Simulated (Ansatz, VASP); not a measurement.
# One calculation of Al, two programs

```
CELL_PARAMETERS angstrom
0.00000 2.02011 2.02011
2.02011 0.00000 2.02011
2.02011 2.02011 0.00000
ATOMIC_POSITIONS crystal
Al 0.00000 0.00000 0.00000
```

Alike in both runs: functional PBE; k mesh 34 × 34 × 34; occupations gaussian, width 0.1 eV; no spin polarisation.

Ansatz relaxed the structure, and its values are those at the end. VASP's run is a single point on that final structure, the one shown.

|  | VASP | Ansatz |
| --- | --- | --- |
| version | VASP 6.6.1 | Ansatz 0.2.0 |
| potentials or method | VASP PAW PBE potentials, release 64 (Al) | scalar-relativistic, plane waves, PAW |
| plane-wave cutoff (eV) | 520 | 420 |
| valence electrons in the cell | 3 | 3 |

|  | VASP | Ansatz | Ansatz less VASP |
| --- | --- | --- | --- |
| gap on the k mesh at the Fermi level (eV) | none | none | - |
| pressure (GPa) | 0.0 | 0.0 | +0.04 |

A gap of «none» marks a metal or a gap that the smearing closes. The functional is the same, so the differences come from potentials, cutoffs and numerics.
